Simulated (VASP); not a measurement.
# Ti in VASP: single point with r2SCAN

Aim: the single point of Ti with r2SCAN.

Program: VASP 6.6.1. These are calculated values, not measurements. Logs are shortened: lines on timing, memory, paths and dates and some standing lists are left out, and cuts for length are marked.

**1. The cell of the first run**

The cell holds a slab with vacuum, 6 atoms: a = 2.936 Å, b = 4.640 Å, c = 21.932 Å, α = 90.00°, β = 90.00°, γ = 90.00°.

**2. Single point, r2SCAN**

File POSCAR:

```
Ti
1.0
    2.9357957037      0.0000000000      0.0000000000
    0.0000000000      4.6399393917      0.0000000000
    0.0000000000      0.0000000000     21.9324000000
Ti
6
Direct
    0.7500000000      0.7500000000      0.3690670380
    0.2500000000      0.2500000000      0.4069439939
    0.2500000000      0.7500000000      0.4801663556
    0.7500000000      0.2500000000      0.5198336443
    0.7500000000      0.7500000000      0.5930560080
    0.2500000000      0.2500000000      0.6309329602
```

File INCAR.step1:

```
ALGO = Normal
DIPOL = 0.5 0.5 0.500
EDIFF = 1E-4
ENCUT = 520
GGA = PE
IDIPOL = 3
ISMEAR = -1
LASPH = T
LCHARG = F
LDIPOL = T
LREAL = F
LWAVE = T
NBANDS = 45
NELM = 80
PREC = Accurate
SIGMA = 0.08
```

File INCAR.step2:

```
ALGO = Normal
DIPOL = 0.5 0.5 0.500
EDIFF = 1E-6
ENCUT = 520
IDIPOL = 3
ISIF = 2
ISMEAR = -1
ISTART = 1
LASPH = T
LCHARG = T
LDIPOL = T
LELF = T
LMIXTAU = T
LREAL = F
LVACPOTAV = T
LVHAR = T
LWAVE = F
METAGGA = R2SCAN
NBANDS = 45
NELM = 80
PREC = Accurate
SIGMA = 0.08
```

File KPOINTS:

```
k-points
0
Gamma
  11 7 1
```

Potentials or basis: VASP PAW PBE potentials, release 64 (Ti_sv).

Run with:

```console
$ cat potpaw_PBE.64/Ti_sv/POTCAR > POTCAR
$ cp INCAR.step1 INCAR
$ mpirun -np 1 vasp_std > vasp.out
$ cp INCAR.step2 INCAR
$ mpirun -np 1 vasp_std > vasp.out
```

OUTCAR:

```text
EDIFF = 1E-6
   ENCUT = 520
   ISIF = 2
   ISMEAR = -1
   ISTART = 1
   LASPH = T
   LREAL = F
   METAGGA = R2SCAN
   NELM = 80
   PREC = Accurate

 ion  position               nearest neighbor table
   1  0.750  0.750  0.369-   3 2.84   3 2.84   2 2.87   2 2.87   2 2.87   2 2.87
   2  0.250  0.250  0.407-   3 2.82   3 2.82   1 2.87   1 2.87   1 2.87   1 2.87   4 2.88   4 2.88

   3  0.250  0.750  0.480-   2 2.82   2 2.82   1 2.84   1 2.84   5 2.88   5 2.88   4 2.88   4 2.88
                             4 2.88   4 2.88
   4  0.750  0.250  0.520-   5 2.82   5 2.82   6 2.84   6 2.84   2 2.88   2 2.88   3 2.88   3 2.88
                             3 2.88   3 2.88
   5  0.750  0.750  0.593-   4 2.82   4 2.82   6 2.87   6 2.87   6 2.87   6 2.87   3 2.88   3 2.88

   6  0.250  0.250  0.631-   4 2.84   4 2.84   5 2.87   5 2.87   5 2.87   5 2.87

  LATTYP: Found a simple orthorhombic cell.
 ALAT       =     2.9357957037
 B/A-ratio  =     1.5804708025
 C/A-ratio  =     7.4706833219

  Lattice vectors:

 A1 = (   2.9357957037,   0.0000000000,   0.0000000000)
 A2 = (   0.0000000000,   4.6399393917,   0.0000000000)
 A3 = (   0.0000000000,   0.0000000000,  21.9324000000)

Analysis of symmetry for initial positions (statically):
=====================================================================
 Subroutine PRICEL returns:
 Original cell was already a primitive cell.

 Routine SETGRP: Setting up the symmetry group for a
 simple orthorhombic supercell.

 Subroutine GETGRP returns: Found  8 space group operations
 (whereof  2 operations were pure point group operations)
 out of a pool of  8 trial point group operations.

The static configuration has the point symmetry S_2 .
 The point group associated with its full space group is D_2h.

Analysis of symmetry for dynamics (positions and initial velocities):
=====================================================================
 Subroutine PRICEL returns:
 Original cell was already a primitive cell.

 Routine SETGRP: Setting up the symmetry group for a
 simple orthorhombic supercell.

 Subroutine GETGRP returns: Found  8 space group operations
 (whereof  2 operations were pure point group operations)
 out of a pool of  8 trial point group operations.

The dynamic configuration has the point symmetry S_2 .
 The point group associated with its full space group is D_2h.

 Subroutine INISYM returns: Found  8 space group operations
 (whereof  2 operations are pure point group operations),
 and found     1 'primitive' translations

----------------------------------------------------------------------------------------

                                     Primitive cell

  volume of cell :     298.7613

  direct lattice vectors                    reciprocal lattice vectors
     2.935795704  0.000000000  0.000000000     0.340623157  0.000000000  0.000000000
     0.000000000  4.639939392  0.000000000     0.000000000  0.215520057  0.000000000
     0.000000000  0.000000000 21.932400000     0.000000000  0.000000000  0.045594645

  length of vectors
     2.935795704  4.639939392 21.932400000     0.340623157  0.215520057  0.045594645

  position of ions in fractional coordinates (direct lattice)
     0.750000000  0.750000000  0.369067038
     0.250000000  0.250000000  0.406943994
     0.250000000  0.750000000  0.480166356
     0.750000000  0.250000000  0.519833644
     0.750000000  0.750000000  0.593056008
     0.250000000  0.250000000  0.630932960

  ion indices of the primitive-cell ions
   primitive index   ion index
                 1           1
                 2           2
                 3           3
                 4           4
                 5           5
                 6           6

----------------------------------------------------------------------------------------

 KPOINTS: k-points

Automatic generation of k-mesh.
 Grid dimensions read from file:
 generate k-points for:   11    7    1

 Generating k-lattice:

  Cartesian coordinates                     Fractional coordinates (reciprocal lattice)
     0.030965742  0.000000000  0.000000000     0.090909091  0.000000000  0.000000000
     0.000000000  0.030788580  0.000000000     0.000000000  0.142857143  0.000000000
     0.000000000  0.000000000  0.045594645     0.000000000  0.000000000  1.000000000

  Length of vectors
     0.030965742  0.030788580  0.045594645

  Shift w.r.t. Gamma in fractional coordinates (k-lattice)
     0.000000000  0.000000000  0.000000000

 Subroutine IBZKPT returns following result:
 ===========================================

 Found     24 irreducible k-points:

 Following reciprocal coordinates:
            Coordinates               Weight
  0.000000  0.000000  0.000000      1.000000
  0.090909  0.000000  0.000000      2.000000
  0.181818  0.000000  0.000000      2.000000
  0.272727  0.000000  0.000000      2.000000
  0.363636  0.000000  0.000000      2.000000
  0.454545  0.000000  0.000000      2.000000
[... 16 lines left out ...]
  0.363636  0.428571  0.000000      4.000000
  0.454545  0.428571  0.000000      4.000000
   k-points           NKPTS =     24   k-points in BZ     NKDIM =     24   number of bands    NBANDS=     45
   number of dos      NEDOS =    301   number of ions     NIONS =      6
   total plane-waves  NPLWV = 145152
   dimension x,y,z NGX =    24 NGY =   36 NGZ =  168
   dimension x,y,z NGXF=    48 NGYF=   72 NGZF=  336
   ions per type =               6
   NGX,Y,Z   is equivalent  to a cutoff of  13.59, 12.90, 12.73 a.u.
   NGXF,Y,Z  is equivalent  to a cutoff of  27.18, 25.80, 25.47 a.u.
 SYSTEM =  unknown system
   PREC   = accura    normal or accurate (medium, high low for compatibility)
   ISTART =      1    job   : 0-new  1-cont  2-samecut
   ICHARG =      0    charge: 1-file 2-atom 10-const
   ISPIN  =      1    spin polarized calculation?
   LNONCOLLINEAR =      F non collinear calculations
   LSORBIT =      F    spin-orbit coupling
   LASPH  =      T    aspherical Exc in radial PAW
   ENCUT  =  520.0 eV  38.22 Ry    6.18 a.u.   5.46  8.63 40.78*2*pi/ulx,y,z
   NELM   =     80;   NELMIN=  2; NELMDL=  0     # of ELM steps
   EDIFF  = 0.1E-05   stopping-criterion for ELM
   LREAL  =      F    real-space projection
   EDIFFG = 0.1E-04   stopping-criterion for IOM
   NSW    =      0    number of steps for IOM
   IBRION =     -1    ionic relax: 0-MD 1-quasi-New 2-CG
   NFREE  =      0    steps in history (QN), initial steepest desc. (CG)
   ISIF   =      2    stress and relaxation
   ISYM   =      2    0-nonsym 1-usesym 2-fastsym
   POTIM  = 0.5000    time-step for ionic-motion
   TEBEG  =    0.0;   TEEND  =   0.0 temperature during run
   PSTRESS=    0.0 pullay stress
   NELECT =      72.0000    total number of electrons
   NUPDOWN=      -1.0000    fix difference up-down
   EMIN   =  10.00;   EMAX   =-10.00  energy-range for DOS
   EFERMI =   0.00;   METHOD = LEGACY
   ISMEAR =    -1;   SIGMA  =   0.08  broadening in eV -4-tet -1-fermi 0-gaus
   EFERMI_NEDOS =   21; number of points for ismear=-14 and -15
   IALGO  =     38    algorithm
   IMIX   =      4    mixing-type and parameters
     AMIX     =   0.40;   BMIX     =  1.00
     AMIX_MAG =   1.60;   BMIX_MAG =  1.00
  volume/ion in A,a.u.               =      49.79       336.02
  Fermi-wavevector in a.u.,A,eV,Ry     =   1.018773  1.925202 14.121474  1.037899
  Thomas-Fermi vector in A             =   2.152250
   LORBIT       =      0    0 simple, 1 ext, 2 COOP (PROOUT), +10 PAW based schemes
   METAGGA = R2SCAN    functional components
   LHFCALC =     F    Hartree Fock is set to
   AEXX    =    0.0000 exact exchange contribution
   IVDW    =     0    specifies the selected vdW correction
   LEPSILON=     F    determine dielectric tensor
   LRPA    =     F    only Hartree local field effects (RPA)
 non-spin polarized calculation
  energy-cutoff  :      520.00
  volume of cell :      298.76
 maximum number of plane-waves:      8088
 NGX is ok and might be reduce to    24
   NGX = 11   NGY = 17   NGZ = 81

 number of electron      72.0000016 magnetization

 dipolmoment           0.000000      0.000000     -0.000000 electrons x Angstroem

 Free energy of the ion-electron system (eV)
  ---------------------------------------------------
  ext. energy  EPLUGINS =         0.00000000
  ---------------------------------------------------
  free energy    TOTEN  =       -74.04315480 eV

  energy without entropy =      -73.84110413  energy(sigma->0) =      -73.94212947

 E-fermi :   0.5390     XC(G=0):  -5.1699

 val. band max:        0.5211266347   @ k =   0.0000   0.4286   0.0000
 cond. band min:       0.5462803913   @ k =   0.2727   0.2857   0.0000
 fundamental gap:      0.0251537566
 Fermi energy:         0.5389788389

 k-point     1 :       0.0000    0.0000    0.0000
  band No.  band energies     occupation
      1     -58.8518      2.00000
      2     -58.8488      2.00000
      3     -58.6233      2.00000
      4     -58.5377      2.00000
      5     -58.5098      2.00000
      6     -58.5038      2.00000
[... 37 lines left out ...]
     44       1.7881      0.00000
     45       1.8100      0.00000

 k-point     2 :       0.0909    0.0000    0.0000
  band No.  band energies     occupation
      1     -58.8477      2.00000
      2     -58.8451      2.00000
      3     -58.6188      2.00000
      4     -58.5355      2.00000
      5     -58.5075      2.00000
      6     -58.5027      2.00000
[... 37 lines left out ...]
     44       1.7986      0.00000
     45       1.8685      0.00000

 k-point     3 :       0.1818    0.0000    0.0000
  band No.  band energies     occupation
      1     -58.8368      2.00000
      2     -58.8350      2.00000
      3     -58.6064      2.00000
      4     -58.5303      2.00000
      5     -58.5010      2.00000
      6     -58.4993      2.00000
[... 997 lines left out ...]
     44       1.7725      0.00000
     45       2.1679      0.00000

 k-point    24 :       0.4545    0.4286    0.0000
  band No.  band energies     occupation
      1     -58.8015      2.00000
      2     -58.8015      2.00000
      3     -58.5241      2.00000
      4     -58.5160      2.00000
      5     -58.5068      2.00000
      6     -58.5018      2.00000
[... 37 lines left out ...]
     44       2.0725      0.00000
     45       2.2802      0.00000

------------------------ aborting loop because EDIFF is reached ----------------------------------------

  FORCE on cell =-STRESS in cart. coord.  units (eV):
  Direction    XX          YY          ZZ          XY          YZ          ZX
  --------------------------------------------------------------------------------------
  -------------------------------------------------------------------------------------
  Total       -2.3235653     -2.3975358      0.1929808     -0.0000000      0.0000000      0.0000000
  in kB      -12.4606638    -12.8573476      1.0349048     -0.0000000      0.0000000      0.0000000
  external PRESSURE =      -8.0943688 kB  Pullay stress =       0.0000000 kB

 VOLUME and BASIS-vectors are now :
 -----------------------------------------------------------------------------
  energy-cutoff  :      520.00
  volume of cell :      298.76
      direct lattice vectors                 reciprocal lattice vectors
     2.935795704  0.000000000  0.000000000     0.340623157  0.000000000  0.000000000
     0.000000000  4.639939392  0.000000000     0.000000000  0.215520057  0.000000000
     0.000000000  0.000000000 21.932400000     0.000000000  0.000000000  0.045594645

 POSITION                                       TOTAL-FORCE (eV/Angst)
 -----------------------------------------------------------------------------------
      2.20185      3.47995      8.09453         0.000000     -0.000000     -0.034050
      0.73395      1.15998      8.92526        -0.000000      0.000000     -0.020588
      0.73395      3.47995     10.53120         0.000000     -0.000000      0.007010
      2.20185      1.15998     11.40120         0.000000      0.000000     -0.007010
      2.20185      3.47995     13.00714         0.000000      0.000000      0.020588
      0.73395      1.15998     13.83787         0.000000     -0.000000      0.034050
 -----------------------------------------------------------------------------------
    total drift:                                0.000000      0.000000     -0.000005

  FREE ENERGIE OF THE ION-ELECTRON SYSTEM (eV)
  ---------------------------------------------------
  free  energy   TOTEN  =       -74.0431548025 eV

  energy  without entropy=      -73.8411041296  energy(sigma->0) =      -73.94212947

 vacuum level on the upper side and lower side of the slab         4.394         4.394
```

Wall time 26 min (1 thread of Intel Xeon Platinum 8375C at 2.90GHz (Ice Lake), shared host); peak memory 0.53 GiB.

Results:

- Free energy: -74.0432 eV
- Largest force: 0.034 eV/Å
- Band gap on the k mesh: zero (bands 36 and 37 overlap by 0.49 eV)

Forces on the atoms (eV/Å):
```
Ti   0.000  0.000 -0.034
Ti   0.000  0.000 -0.021
Ti   0.000  0.000  0.007
Ti   0.000  0.000 -0.007
Ti   0.000  0.000  0.021
Ti   0.000  0.000  0.034
```

Caveat: the PAW data sets were made with another functional, which shifts forces and pressure a little.
